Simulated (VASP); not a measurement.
# NiGe (Pm-3m) in VASP: relaxation of cell and atoms with r2SCAN

Aim: the relaxation of cell and atoms of NiGe with r2SCAN.

All numbers are computed with VASP 6.6.1; they aren't measurements. Logs are shortened: lines on timing, memory, paths and dates and some standing lists are left out, and cuts for length are marked.

## Step 1: The cell of the first run

It takes space group Pm-3m (No. 221, cubic). Conventional cell: a = 2.933 Å, b = 2.933 Å, c = 2.933 Å, α = 90.00°, β = 90.00°, γ = 90.00°. Within 3.4 Å of Ni (site symmetry m-3m) lie 8 Ge at 2.54 Å and 6 Ni at 2.93 Å. Ge (site symmetry m-3m) has 8 Ni at 2.54 Å and 6 Ge at 2.93 Å within 3.4 Å.

## Step 2: Relaxation of cell and atoms, r2SCAN

Input file POSCAR:

```
NiGe
1.0
    2.9332513452      0.0000000000      0.0000000000
    0.0000000000      2.9332513452      0.0000000000
    0.0000000000      0.0000000000      2.9332513452
Ni Ge
1 1
Direct
    0.5000000000      0.5000000000      0.5000000000
    0.0000000000      0.0000000000      0.0000000000
```

Input file INCAR.step1:

```
SYSTEM = NiGe
PREC = Accurate
ENCUT = 600
ISMEAR = 0
SIGMA = 0.1
LREAL = .False.
LASPH = .True.
NELM = 100
GGA = PE
ALGO = Normal
EDIFF = 1E-4
LWAVE = .True.
LCHARG = .False.
```

Input file INCAR.step2:

```
SYSTEM = NiGe
PREC = Accurate
ENCUT = 600
EDIFF = 1E-7
ISMEAR = 0
SIGMA = 0.1
LREAL = .False.
LASPH = .True.
NELM = 100
ALGO = Normal
ISIF = 3
LWAVE = .False.
LCHARG = .False.
METAGGA = R2SCAN
LMIXTAU = .True.
IBRION = 2
NSW = 100
EDIFFG = -0.01
ISTART = 1
```

Input file KPOINTS:

```
regular mesh
0
Gamma
  18 18 18
  0 0 0
```

Potentials or basis: VASP PAW PBE potentials, release 64 (Ni, Ge_d).

On the command line:

```bash
> cat potpaw_PBE.64/Ni/POTCAR potpaw_PBE.64/Ge_d/POTCAR > POTCAR
> cp INCAR.step1 INCAR
> mpirun -np 1 vasp_std > vasp.out
> cp INCAR.step2 INCAR
> mpirun -np 1 vasp_std > vasp.out
```

OUTCAR:

```text
SYSTEM = NiGe
   PREC = Accurate
   ENCUT = 600
   EDIFF = 1E-7
   ISMEAR = 0
   LREAL = .False.
   LASPH = .True.
   NELM = 100
   ISIF = 3
   METAGGA = R2SCAN
   IBRION = 2
   NSW = 100
   EDIFFG = -0.01
   ISTART = 1

 ion  position               nearest neighbor table
   1  0.500  0.500  0.500-   2 2.54   2 2.54   2 2.54   2 2.54   2 2.54   2 2.54   2 2.54   2 2.54

   2  0.000  0.000  0.000-   1 2.54   1 2.54   1 2.54   1 2.54   1 2.54   1 2.54   1 2.54   1 2.54

  LATTYP: Found a simple cubic cell.
 ALAT       =     2.9332513452

  Lattice vectors:

 A1 = (   2.9332513452,   0.0000000000,   0.0000000000)
 A2 = (   0.0000000000,   2.9332513452,   0.0000000000)
 A3 = (   0.0000000000,   0.0000000000,   2.9332513452)

Analysis of symmetry for initial positions (statically):
=====================================================================
 Subroutine PRICEL returns:
 Original cell was already a primitive cell.

 Routine SETGRP: Setting up the symmetry group for a
 simple cubic supercell.

 Subroutine GETGRP returns: Found 48 space group operations
 (whereof 48 operations were pure point group operations)
 out of a pool of 48 trial point group operations.

The static configuration has the point symmetry O_h .

Analysis of symmetry for dynamics (positions and initial velocities):
=====================================================================
 Subroutine PRICEL returns:
 Original cell was already a primitive cell.

 Routine SETGRP: Setting up the symmetry group for a
 simple cubic supercell.

 Subroutine GETGRP returns: Found 48 space group operations
 (whereof 48 operations were pure point group operations)
 out of a pool of 48 trial point group operations.

The dynamic configuration has the point symmetry O_h .

 Subroutine INISYM returns: Found 48 space group operations
 (whereof 48 operations are pure point group operations),
 and found     1 'primitive' translations

----------------------------------------------------------------------------------------

                                     Primitive cell

  volume of cell :      25.2376

  direct lattice vectors                    reciprocal lattice vectors
     2.933251345  0.000000000  0.000000000     0.340918620  0.000000000  0.000000000
     0.000000000  2.933251345  0.000000000     0.000000000  0.340918620  0.000000000
     0.000000000  0.000000000  2.933251345     0.000000000  0.000000000  0.340918620

  length of vectors
     2.933251345  2.933251345  2.933251345     0.340918620  0.340918620  0.340918620

  position of ions in fractional coordinates (direct lattice)
     0.500000000  0.500000000  0.500000000
[... 64 lines left out ...]
   dimension x,y,z NGXF=    48 NGYF=   48 NGZF=   48
   ions per type =               1   1
   NGX,Y,Z   is equivalent  to a cutoff of  13.60, 13.60, 13.60 a.u.
   NGXF,Y,Z  is equivalent  to a cutoff of  27.20, 27.20, 27.20 a.u.
 SYSTEM =  NiGe
   PREC   = accura    normal or accurate (medium, high low for compatibility)
   ISTART =      1    job   : 0-new  1-cont  2-samecut
   ICHARG =      0    charge: 1-file 2-atom 10-const
   ISPIN  =      1    spin polarized calculation?
   LNONCOLLINEAR =      F non collinear calculations
   LSORBIT =      F    spin-orbit coupling
   LASPH  =      T    aspherical Exc in radial PAW
   ENCUT  =  600.0 eV  44.10 Ry    6.64 a.u.   5.86  5.86  5.86*2*pi/ulx,y,z
   NELM   =    100;   NELMIN=  2; NELMDL=  0     # of ELM steps
   EDIFF  = 0.1E-06   stopping-criterion for ELM
   LREAL  =      F    real-space projection
   EDIFFG = -.1E-01   stopping-criterion for IOM
   NSW    =    100    number of steps for IOM
   IBRION =      2    ionic relax: 0-MD 1-quasi-New 2-CG
   NFREE  =      1    steps in history (QN), initial steepest desc. (CG)
   ISIF   =      3    stress and relaxation
   ISYM   =      2    0-nonsym 1-usesym 2-fastsym
   POTIM  = 0.5000    time-step for ionic-motion
   TEBEG  =    0.0;   TEEND  =   0.0 temperature during run
   PSTRESS=    0.0 pullay stress
   NELECT =      24.0000    total number of electrons
   NUPDOWN=      -1.0000    fix difference up-down
   EMIN   =  10.00;   EMAX   =-10.00  energy-range for DOS
   EFERMI =   0.00;   METHOD = LEGACY
   ISMEAR =     0;   SIGMA  =   0.10  broadening in eV -4-tet -1-fermi 0-gaus
   EFERMI_NEDOS =   21; number of points for ismear=-14 and -15
   IALGO  =     38    algorithm
   IMIX   =      4    mixing-type and parameters
     AMIX     =   0.40;   BMIX     =  1.00
     AMIX_MAG =   1.60;   BMIX_MAG =  1.00
  volume/ion in A,a.u.               =      12.62        85.16
  Fermi-wavevector in a.u.,A,eV,Ry     =   1.609889  3.042249 35.262804  2.591743
  Thomas-Fermi vector in A             =   2.705527
   LORBIT       =      0    0 simple, 1 ext, 2 COOP (PROOUT), +10 PAW based schemes
   METAGGA = R2SCAN    functional components
   LHFCALC =     F    Hartree Fock is set to
   AEXX    =    0.0000 exact exchange contribution
   IVDW    =     0    specifies the selected vdW correction
   LEPSILON=     F    determine dielectric tensor
   LRPA    =     F    only Hartree local field effects (RPA)
 conjugate gradient relaxation of ions
 non-spin polarized calculation
 Gauss-broadening in eV      SIGMA  =   0.10
  energy-cutoff  :      600.00
  volume of cell :       25.24
 maximum number of plane-waves:       868
 NGX is ok and might be reduce to    24
   NGX = 11   NGY = 11   NGZ = 11

--------------------------------------- Ionic step        1  -------------------------------------------

 number of electron      24.0000014 magnetization

 Free energy of the ion-electron system (eV)
  ---------------------------------------------------
  ext. energy  EPLUGINS =         0.00000000
  ---------------------------------------------------
  free energy    TOTEN  =       -25.78163211 eV

  energy without entropy =      -25.77708851  energy(sigma->0) =      -25.77936031

 E-fermi :  10.0182     XC(G=0): -14.2599

 val. band max:       10.0177762950   @ k =   0.5000   0.3889   0.1667
 cond. band min:      10.0192527961   @ k =   0.4444   0.3333   0.3333
 fundamental gap:      0.0014765011
 Fermi energy:        10.0182118799

 k-point     1 :       0.0000    0.0000    0.0000
  band No.  band energies     occupation
      1     -15.8740      2.00000
      2     -15.8740      2.00000
      3     -15.7524      2.00000
      4     -15.7524      2.00000
      5     -15.7524      2.00000
      6      -4.5163      2.00000
[... 518 lines left out ...]
--------------------------------------- Ionic step        3  -------------------------------------------

 number of electron      24.0000013 magnetization

 Free energy of the ion-electron system (eV)
  ---------------------------------------------------
  ext. energy  EPLUGINS =         0.00000000
  ---------------------------------------------------
  free energy    TOTEN  =       -25.78165906 eV

  energy without entropy =      -25.77710012  energy(sigma->0) =      -25.77937959

 E-fermi :   9.9961     XC(G=0): -14.2504

 val. band max:        9.9938746783   @ k =   0.5000   0.3889   0.1667
 cond. band min:       9.9984963969   @ k =   0.4444   0.3333   0.3333
 fundamental gap:      0.0046217187
 Fermi energy:         9.9961002987

 k-point     1 :       0.0000    0.0000    0.0000
  band No.  band energies     occupation
      1     -15.8918      2.00000
      2     -15.8918      2.00000
      3     -15.7707      2.00000
      4     -15.7707      2.00000
      5     -15.7707      2.00000
      6      -4.5227      2.00000
[... 476 lines left out ...]
  FREE ENERGIE OF THE ION-ELECTRON SYSTEM (eV)
  ---------------------------------------------------
  free  energy   TOTEN  =       -25.7816590607 eV

  energy  without entropy=      -25.7771001167  energy(sigma->0) =      -25.77937959

 reached required accuracy - stopping structural energy minimisation
```

OUTCAR.step1:

```text
SYSTEM = NiGe
   PREC = Accurate
   ENCUT = 600
   ISMEAR = 0
   LREAL = .False.
   LASPH = .True.
[... 679 lines left out ...]
      1.46663      1.46663      1.46663         0.000000      0.000000      0.000000
      0.00000      0.00000      0.00000         0.000000      0.000000      0.000000
 -----------------------------------------------------------------------------------
    total drift:                                0.000000      0.000000     -0.000000

  FREE ENERGIE OF THE ION-ELECTRON SYSTEM (eV)
  ---------------------------------------------------
  free  energy   TOTEN  =       -10.1002305812 eV

  energy  without entropy=      -10.0951170884  energy(sigma->0) =      -10.09767383
```

OSZICAR.step1:

```text
N       E                     dE             d eps       ncg     rms          rms(c)
DAV:   1     0.121672830192E+03    0.12167E+03   -0.13672E+04  7416   0.427E+03
DAV:   2    -0.108804870301E+01   -0.12276E+03   -0.12088E+03  7112   0.477E+02
DAV:   3    -0.109146333239E+02   -0.98266E+01   -0.97679E+01  8024   0.114E+02
DAV:   4    -0.110738635877E+02   -0.15923E+00   -0.15920E+00  8712   0.154E+01
DAV:   5    -0.110773094562E+02   -0.34459E-02   -0.34458E-02  9128   0.201E+00    0.103E+01
DAV:   6    -0.126477913492E+02   -0.15705E+01   -0.35849E+01  7368   0.736E+01    0.145E+01
DAV:   7    -0.101121941627E+02    0.25356E+01   -0.98320E+00  7208   0.511E+01    0.182E+00
DAV:   8    -0.101171081189E+02   -0.49140E-02   -0.51581E-01  9328   0.762E+00    0.133E+00
DAV:   9    -0.101004572316E+02    0.16651E-01   -0.80294E-02  8584   0.354E+00    0.132E-01
DAV:  10    -0.101002356931E+02    0.22154E-03   -0.17259E-03  9096   0.729E-01    0.658E-02
DAV:  11    -0.101002305812E+02    0.51119E-05   -0.26039E-04  4872   0.242E-01
   1 F= -.10100231E+02 E0= -.10097674E+02  d E =-.511349E-02
```

Wall time 4 min (1 thread of Intel Xeon 6975P-C (Granite Rapids), shared host); peak memory 0.24 GiB.

Results:

| Item | Value |
| --- | --- |
| Free energy | -25.7817 eV |
| Relaxed volume | 12.64 Å³/atom |
| Relaxed cell | a = 2.935 Å, b = 2.935 Å, c = 2.935 Å, α = 90.00°, β = 90.00°, γ = 90.00° |
| Space group after relaxing (to 0.1 Å) | Pm-3m (No. 221) |
| Energy gained by relaxing | 0.0 meV/atom |
| Ionic steps | 3 |
| Pressure after relaxing | 0.0 GPa |
| Band gap on the k mesh | zero (bands 12 and 13 overlap by 3.50 eV) |

Final structure:
```cif
data_structure
_symmetry_space_group_name_H-M 'P 1'
_symmetry_Int_Tables_number 1
_cell_length_a 2.9346
_cell_length_b 2.9346
_cell_length_c 2.9346
_cell_angle_alpha 90.000
_cell_angle_beta 90.000
_cell_angle_gamma 90.000
_cell_volume 25.27
loop_
_atom_site_label
_atom_site_type_symbol
_atom_site_fract_x
_atom_site_fract_y
_atom_site_fract_z
_atom_site_occupancy
Ni1 Ni 0.50000 0.50000 0.50000 1
Ge1 Ge 0.00000 0.00000 0.00000 1
```

Caveat: the PAW data sets were made with another functional, which shifts forces and pressure a little. Spin polarisation is off, so any magnetic state and its effect on volume and gap are missing.
